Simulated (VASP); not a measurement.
# Mo (P6/mmm) in VASP: a series of runs, part 3 of 3

VASP 6.6.1. Earlier steps stand in the parts before.

### Step 4. Single point, PBEsol

This run uses another cell than the first one, of 16.23 Å³/atom, 1.043 times its volume.

The input, INCAR:

```
PREC = Accurate
ENCUT = 520
EDIFF = 1E-7
ISMEAR = 1
SIGMA = 0.15
LREAL = F
LASPH = T
NELM = 100
ALGO = Normal
ISIF = 2
LWAVE = F
LCHARG = F
GGA = PS
NBANDS = 13
```

The input, KPOINTS:

```
regular mesh
0
Gamma
  12 12 11
```

The input, POSCAR:

```
Mo
1.0
    2.7171503193      0.0000000000      0.0000000000
   -1.3585751596      2.3531210511      0.0000000000
    0.0000000000      0.0000000000      2.5380316175
Mo
1
Direct
    0.0000000000      0.0000000000      0.5000000000
```

Potentials or basis: VASP PAW PBE potentials, release 64 (Mo_sv).

Launch:

```
$ cat potpaw_PBE.64/Mo_sv/POTCAR > POTCAR
$ mpirun -np 1 vasp_std > vasp.out
```

OUTCAR:

```text
PREC = Accurate
   ENCUT = 520
   EDIFF = 1E-7
   ISMEAR = 1
   LREAL = F
   LASPH = T
   NELM = 100
   ISIF = 2
   GGA = PS

 ion  position               nearest neighbor table
   1  0.000  0.000  0.500-

  LATTYP: Found a hexagonal cell.
 ALAT       =     2.7171503193
 C/A-ratio  =     0.9340784717

  Lattice vectors:

 A1 = (   2.7171503193,   0.0000000000,   0.0000000000)
 A2 = (  -1.3585751596,   2.3531210511,   0.0000000000)
 A3 = (   0.0000000000,   0.0000000000,   2.5380316175)

Analysis of symmetry for initial positions (statically):
=====================================================================
 Subroutine PRICEL returns:
 Original cell was already a primitive cell.

 Routine SETGRP: Setting up the symmetry group for a
 hexagonal supercell.

 Subroutine GETGRP returns: Found 24 space group operations
 (whereof 24 operations were pure point group operations)
 out of a pool of 24 trial point group operations.

The static configuration has the point symmetry D_6h.

Analysis of symmetry for dynamics (positions and initial velocities):
=====================================================================
 Subroutine PRICEL returns:
 Original cell was already a primitive cell.

 Routine SETGRP: Setting up the symmetry group for a
 hexagonal supercell.

 Subroutine GETGRP returns: Found 24 space group operations
 (whereof 24 operations were pure point group operations)
 out of a pool of 24 trial point group operations.

The dynamic configuration has the point symmetry D_6h.

 Subroutine INISYM returns: Found 24 space group operations
 (whereof 24 operations are pure point group operations),
 and found     1 'primitive' translations

----------------------------------------------------------------------------------------

                                     Primitive cell

[... 108 lines left out ...]
     AMIX_MAG =   1.60;   BMIX_MAG =  1.00
  volume/ion in A,a.u.               =      16.23       109.51
  Fermi-wavevector in a.u.,A,eV,Ry     =   1.558473  2.945086 33.046334  2.428837
  Thomas-Fermi vector in A             =   2.661972
   LORBIT       =      0    0 simple, 1 ext, 2 COOP (PROOUT), +10 PAW based schemes
   GGA     = PS    functional components
   LHFCALC =     F    Hartree Fock is set to
   AEXX    =    0.0000 exact exchange contribution
   IVDW    =     0    specifies the selected vdW correction
   LEPSILON=     F    determine dielectric tensor
   LRPA    =     F    only Hartree local field effects (RPA)
 non-spin polarized calculation
 Methfessel and Paxton  Order N= 1 SIGMA  =   0.15
  energy-cutoff  :      520.00
  volume of cell :       16.23
 maximum number of plane-waves:       450
   NGX = 11   NGY = 11   NGZ =  9

 number of electron      14.0000003 magnetization

 Free energy of the ion-electron system (eV)
  ---------------------------------------------------
  ext. energy  EPLUGINS =         0.00000000
  ---------------------------------------------------
  free energy    TOTEN  =       -10.86423266 eV

  energy without entropy =      -10.86364693  energy(sigma->0) =      -10.86403742

 E-fermi :  11.7897     XC(G=0): -13.2285

 val. band max:       11.7703224925   @ k =   0.5000   0.0000   0.3636
 cond. band min:      11.8050320827   @ k =   0.1667   0.1667   0.3636
 fundamental gap:      0.0347095902
 Fermi energy:        11.7896757629

 k-point     1 :       0.0000    0.0000    0.0000
  band No.  band energies     occupation
      1     -49.2074      2.00000
      2     -22.4554      2.00000
      3     -22.4554      2.00000
      4     -22.4132      2.00000
      5       4.8514      2.00000
      6       7.2979      2.00000
      7      10.8102      2.00000
      8      10.8102      2.00000
      9      15.9829      0.00000
     10      15.9829      0.00000
     11      24.7517      0.00000
     12      27.6485      0.00000
     13      32.4859      0.00000
[... 354 lines left out ...]
  band No.  band energies     occupation
      1     -49.0051      2.00000
      2     -23.5607      2.00000
      3     -22.6990      2.00000
      4     -22.4364      2.00000
      5       7.1234      2.00000
      6       8.4326      2.00000
      7      10.7029      2.00000
      8      13.4507     -0.00000
      9      14.3823     -0.00000
     10      15.0753      0.00000
     11      24.4093      0.00000
     12      28.0702      0.00000
     13      29.2763      0.00000

 [... further k-points ...]
[... 5 lines left out ...]
  --------------------------------------------------------------------------------------
  -------------------------------------------------------------------------------------
  Total        0.3877237      0.3877237     -0.7293598      0.0000000     -0.0000000      0.0000000
  in kB       38.2805343     38.2805293    -72.0107638      0.0000000     -0.0000000      0.0000000
  external PRESSURE =       1.5167666 kB  Pullay stress =       0.0000000 kB

 VOLUME and BASIS-vectors are now :
 -----------------------------------------------------------------------------
  energy-cutoff  :      520.00
  volume of cell :       16.23
      direct lattice vectors                 reciprocal lattice vectors
     2.717150319  0.000000000  0.000000000     0.368032638  0.212483756  0.000000000
    -1.358575160  2.353121051  0.000000000     0.000000000  0.424967513  0.000000000
     0.000000000  0.000000000  2.538031618     0.000000000  0.000000000  0.394006124

 POSITION                                       TOTAL-FORCE (eV/Angst)
 -----------------------------------------------------------------------------------
      0.00000      0.00000      1.26902         0.000000      0.000000      0.000000
 -----------------------------------------------------------------------------------
    total drift:                               -0.000000      0.000000      0.000000

  FREE ENERGIE OF THE ION-ELECTRON SYSTEM (eV)
  ---------------------------------------------------
  free  energy   TOTEN  =       -10.8642326635 eV

  energy  without entropy=      -10.8636469255  energy(sigma->0) =      -10.86403742
```

OSZICAR:

```text
N       E                     dE             d eps       ncg     rms          rms(c)
DAV:   1     0.111443247205E+03    0.11144E+03   -0.92264E+03  2988   0.112E+03
DAV:   2    -0.995340408169E+01   -0.12140E+03   -0.11728E+03  3314   0.333E+02
DAV:   3    -0.113983294276E+02   -0.14449E+01   -0.14408E+01  3469   0.372E+01
DAV:   4    -0.114025530063E+02   -0.42236E-02   -0.42235E-02  3349   0.225E+00
DAV:   5    -0.114025852265E+02   -0.32220E-04   -0.32220E-04  3479   0.169E-01    0.148E+01
DAV:   6    -0.109288568921E+02    0.47373E+00   -0.60635E-01  3004   0.918E+00    0.458E+00
DAV:   7    -0.108679850993E+02    0.60872E-01   -0.10771E-01  3304   0.363E+00    0.723E-01
DAV:   8    -0.108642069785E+02    0.37781E-02   -0.33732E-03  3074   0.708E-01    0.134E-01
DAV:   9    -0.108642265524E+02   -0.19574E-04   -0.60047E-05  3675   0.910E-02    0.614E-02
DAV:  10    -0.108642327356E+02   -0.61832E-05   -0.63914E-06  3179   0.256E-02    0.368E-03
DAV:  11    -0.108642326635E+02    0.72064E-07   -0.15020E-07  2847   0.380E-03
   1 F= -.10864233E+02 E0= -.10864037E+02  d E =-.585738E-03
```

Wall time 20 s (1 thread of AMD EPYC 7R43 (Zen 3), shared host); peak memory 0.1 GiB.

Results:

| Item | Value |
| --- | --- |
| Free energy | -10.8642 eV |
| Pressure | 0.2 GPa |
| Band gap on the k mesh | zero (band 7 reaches 12.73 eV, above the bottom of band 8 at 10.81 eV) |

Stress tensor (GPa, compression positive):
```
 3.83  0.00  0.00
 0.00  3.83  0.00
 0.00  0.00 -7.20
```

Levels at points of the mesh, in eV from the Fermi level:
| k point | band 3 | band 4 | band 5 | band 6 | band 7 | band 8 | band 9 | band 10 | band 11 | band 12 |
| --- | --- | --- | --- | --- | --- | --- | --- | --- | --- | --- |
| (0.00, 0.00, 0.00) | -34.25 | -34.20 | -6.94 | -4.49 | -0.98 | -0.98 | 4.19 | 4.19 | 12.96 | 15.86 |
| (0.50, 0.00, 0.00) | -34.59 | -34.04 | -5.10 | -3.25 | 0.94 | 1.04 | 3.50 | 4.52 | 10.37 | 13.53 |

Caveat: the PAW data sets were made with another functional, which shifts forces and pressure a little.

### Step 5. The runs side by side

```tsv
cell	gap on the mesh (eV)	pressure (GPa)
a = 2.680, b = 2.680, c = 2.503 Å, angles 90.0, 90.0, 120.0°, 1 atom	none	10.5
a = 2.699, b = 2.699, c = 2.521 Å, angles 90.0, 90.0, 120.0°, 1 atom	none	5.0
a = 2.717, b = 2.717, c = 2.538 Å, angles 90.0, 90.0, 120.0°, 1 atom	none	0.2
```

Alike in all rows: task single point; level PBEsol; potentials or basis VASP PAW PBE potentials, release 64 (Mo_sv); no spin polarisation; k mesh 12 × 12 × 11; cutoff (eV) 520; smearing methfessel-paxton 0.15 eV.

Caveats: the PAW data sets were made with another functional, which shifts forces and pressure a little.

Absolute energies hang on the potentials; compare differences alone.
